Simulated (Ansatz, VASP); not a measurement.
Sr3BP in VASP and in Ansatz

The input INCAR:

```
  ALGO = Normal
  EDIFF = 1E-7
  ENCUT = 520
  GGA = PE
  ISIF = 2
  ISMEAR = 0
  LASPH = T
  LCHARG = F
  LREAL = F
  LWAVE = F
  NBANDS = 49
  NELM = 60
  PREC = Accurate
  SIGMA = 0.1
```

Contents of KPOINTS:

```
k-points
0
Gamma
  4 4 4
```

POSCAR

```
Sr3BP
1.0
    3.8825373800      2.2415840000      6.3401569900
   -3.8825373800      2.2415840000      6.3401569900
    0.0000000000     -4.4831680000      6.3401569900
Sr B P
6 2 2
Direct
    0.8295571500      0.2500000000      0.6704428500
    0.6704428500      0.8295571500      0.2500000000
    0.2500000000      0.6704428500      0.8295571500
    0.1704428500      0.7500000000      0.3295571500
    0.3295571500      0.1704428500      0.7500000000
    0.7500000000      0.3295571500      0.1704428500
    0.5000000000      0.5000000000      0.5000000000
    0.0000000000      0.0000000000      0.0000000000
    0.7500000000      0.7500000000      0.7500000000
    0.2500000000      0.2500000000      0.2500000000
```

Input for Ansatz:

```yaml
crystal:
  lattice:
    - [3.88253738, 2.241584, 6.34015699]
    - [-3.88253738, 2.241584, 6.34015699]
    - [0.0, -4.483168, 6.34015699]
  atoms:
    - { symbol: Sr, position: [0.82955715, 0.25, 0.67044285] }
    - { symbol: Sr, position: [0.67044285, 0.82955715, 0.25] }
    - { symbol: Sr, position: [0.25, 0.67044285, 0.82955715] }
    - { symbol: Sr, position: [0.17044285, 0.75, 0.32955715] }
    - { symbol: Sr, position: [0.32955715, 0.17044285, 0.75] }
    - { symbol: Sr, position: [0.75, 0.32955715, 0.17044285] }
    - { symbol: B, position: [0.5, 0.5, 0.5] }
    - { symbol: B, position: [0.0, 0.0, 0.0] }
    - { symbol: P, position: [0.75, 0.75, 0.75] }
    - { symbol: P, position: [0.25, 0.25, 0.25] }
basis:
  ecutwfc: 420
kpoints:
  mp_grid: { grid: [4, 4, 4] }
hamiltonian:
  xc: pbe
scf:
  occupations: { method: gaussian, width: 0.1 }
  lower_state_search: "off"
output:
  forces: true
  stress: true
  eigenvalues: true
```

Alike in both runs: task single point; functional PBE; k mesh 4 × 4 × 4; occupations gaussian, width 0.1 eV; no spin polarisation.

|  | VASP | Ansatz |
| --- | --- | --- |
| version | VASP 6.6.1 | Ansatz 0.2.0 |
| potentials or method | VASP PAW PBE potentials, release 64 (Sr_sv, B, P), cutoff 520 eV | scalar-relativistic, plane waves, PAW |
| valence electrons in the cell | 76 | 76 |

```csv
,VASP,Ansatz,Ansatz less VASP
gap on the k mesh at the Fermi level (eV),none,none,-
pressure (GPa),-2.3,-2.4,-0.08
"traceless stress, the component that is largest in VASP (GPa)",0.16,0.17,+0.010
rms of the force components (eV/Å),0.153,0.152,-0.0011
```

Atom by atom the forces differ by 0.001 eV/Å (rms over components). A gap of «none» marks a metal or a gap that the smearing closes. The functional is the same, so the differences come from potentials, cutoffs and numerics.
